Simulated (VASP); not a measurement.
# Hf (P6_3/mmc) in VASP: notebook, part 2 of 2

VASP 6.6.1.

## 3. Relaxation of cell and atoms, LDA

This run uses another cell than the first one, of 22.38 Å³/atom.

The input, INCAR:

```
ALGO     = Normal         # electronic algorithm
EDIFF    = 1E-6           # SCF threshold, eV
EDIFFG   = -0.02          # ionic threshold
ENCUT    = 600            # plane-wave cutoff, eV
GGA      = CA             # functional
IBRION   = 2              # ionic algorithm
ISIF     = 3              # what is computed and relaxed
ISMEAR   = 1              # smearing method
LASPH    = T              # aspherical terms in the spheres
LCHARG   = F              # write CHGCAR
LREAL    = F              # projectors in reciprocal space
LWAVE    = F              # write WAVECAR
NELM     = 80             # most SCF steps
NSW      = 80             # ionic steps
PREC     = Accurate       # precision mode
SIGMA    = 0.1            # smearing width, eV
```

The input, KPOINTS:

```
k-points
0
Gamma
  8 8 5
```

The input, POSCAR:

```
Hf
1.0
    3.1967000000      0.0000000000      0.0000000000
   -1.5983500000      2.7684230000      0.0000000000
    0.0000000000      0.0000000000      5.0578000000
Hf
2
Direct
    0.3333333333      0.6666666667      0.2500000000
    0.6666666667      0.3333333333      0.7500000000
```

Potentials or basis: VASP PAW LDA potentials, release 64 (Hf_pv).

Launch:

```
> cat potpaw_LDA.64/Hf_pv/POTCAR > POTCAR
> mpirun -np 1 vasp_std > vasp.out
```

OUTCAR:

```text
EDIFF = 1E-6
   EDIFFG = -0.02
   ENCUT = 600
   GGA = CA
   IBRION = 2
   ISIF = 3
   ISMEAR = 1
   LASPH = T
   LREAL = F
   NELM = 80
   NSW = 80
   PREC = Accurate

 ion  position               nearest neighbor table
   1  0.333  0.667  0.250-   2 3.13   2 3.13   2 3.13   2 3.13   2 3.13   2 3.13
   2  0.667  0.333  0.750-   1 3.13   1 3.13   1 3.13   1 3.13   1 3.13   1 3.13

  LATTYP: Found a hexagonal cell.
 ALAT       =     3.1967000000
 C/A-ratio  =     1.5821941377

  Lattice vectors:

 A1 = (   3.1967000000,   0.0000000000,   0.0000000000)
 A2 = (  -1.5983500000,   2.7684230000,   0.0000000000)
 A3 = (   0.0000000000,   0.0000000000,   5.0578000000)

Analysis of symmetry for initial positions (statically):
=====================================================================
 Subroutine PRICEL returns:
 Original cell was already a primitive cell.

 Routine SETGRP: Setting up the symmetry group for a
[... 335 lines left out ...]
      1     -25.6201      2.00000
      2     -24.6691      2.00000
      3     -24.6691      2.00000
      4     -24.5176      2.00000
      5     -24.5107      2.00000
      6     -24.5107      2.00000
      7      -2.2550      2.00000
      8       1.3579      2.00000
      9       6.3128     -0.00000
     10       6.4210     -0.00000
     11       6.4210     -0.00000
     12       6.6670     -0.00000
     13       7.2998     -0.00000
     14       7.2998     -0.00000
[... 377 lines left out ...]
      1     -25.4419      2.00000
      2     -25.3622      2.00000
      3     -24.8667      2.00000
      4     -24.7780      2.00000
      5     -24.7345      2.00000
      6     -24.6989      2.00000
      7       1.3701      2.00000
      8       1.9961      2.00000
      9       3.9244      2.00000
     10       4.4730      2.00000
     11       6.1016     -0.00000
     12       6.4600     -0.00000
     13       7.3785      0.00000
     14       8.6698      0.00000

 [... further k-points ...]
[... 5 lines left out ...]
  --------------------------------------------------------------------------------------
  -------------------------------------------------------------------------------------
  Total       -0.0050845     -0.0050845      0.0342067      0.0000000      0.0000000      0.0000000
  in kB       -0.1950918     -0.1950917      1.3124961      0.0000000      0.0000000      0.0000000
  external PRESSURE =       0.3074375 kB  Pullay stress =       0.0000000 kB
[... 17 lines left out ...]
  FREE ENERGIE OF THE ION-ELECTRON SYSTEM (eV)
  ---------------------------------------------------
  free  energy   TOTEN  =       -21.3885960776 eV

  energy  without entropy=      -21.3873623336  energy(sigma->0) =      -21.38818483

 reached required accuracy - stopping structural energy minimisation
```

OSZICAR:

```text
N       E                     dE             d eps       ncg     rms          rms(c)
DAV:   1     0.509535543498E+02    0.50954E+02   -0.12546E+04   840   0.151E+03
DAV:   2    -0.200535309945E+02   -0.71007E+02   -0.69608E+02  1044   0.289E+02
DAV:   3    -0.220899960298E+02   -0.20365E+01   -0.20069E+01  1176   0.321E+01
[... 38 lines left out ...]
DAV:   1    -0.213904475166E+02   -0.23307E-02   -0.11519E-01   840   0.282E+00    0.344E-01
DAV:   2    -0.213890745151E+02    0.13730E-02   -0.19590E-03  1062   0.347E-01    0.145E-01
DAV:   3    -0.213886720288E+02    0.40249E-03   -0.45963E-04  1130   0.145E-01    0.120E-01
DAV:   4    -0.213885963808E+02    0.75648E-04   -0.16257E-04  1164   0.894E-02    0.506E-02
DAV:   5    -0.213885960776E+02    0.30319E-06   -0.91567E-06  1010   0.222E-02
   5 F= -.21388596E+02 E0= -.21388185E+02  d E =-.479680E-03
```

Wall time 46 s (1 thread of Intel Xeon Platinum 8488C (Sapphire Rapids), shared host); peak memory 0.17 GiB.

What came out:

| Property | Result |
| --- | --- |
| Free energy | -21.3886 eV |
| Relaxed volume | 20.88 Å³/atom |
| Relaxed cell | a = 3.119 Å, b = 3.119 Å, c = 4.957 Å, α = 90.00°, β = 90.00°, γ = 120.00° |
| Space group after relaxing (to 0.1 Å) | P6_3/mmc (No. 194) |
| Energy gained by relaxing | 36.3 meV/atom |
| Ionic steps | 5 |
| Pressure after relaxing | 0.0 GPa |
| Band gap on the k mesh | zero (bands 10 and 11 overlap by 1.44 eV) |

Step by step:
```
step  energy change (eV)  largest force (eV/Å)  pressure (GPa)  volume (Å³)
   1              0.0000                0.0000           -7.45        44.76
   2              0.0467                0.0000           11.82        38.35
   3             -0.0721                0.0000           -0.13        41.84
   4             -0.0721                0.0000            0.03        41.78
   5             -0.0726                0.0000            0.03        41.76
```

Final structure:
```yaml
crystal:
  lattice:
    - [3.11894, 0.00000, 0.00000]
    - [-1.55947, 2.70108, 0.00000]
    - [0.00000, 0.00000, 4.95654]
  atoms:
    - { symbol: Hf, position: [0.33333, 0.66667, 0.25000] }
    - { symbol: Hf, position: [0.66667, 0.33333, 0.75000] }
```

Caveat: spin-orbit coupling is left out, which moves the levels of the heavy elements. LDA usually gives volumes a few per cent too small.
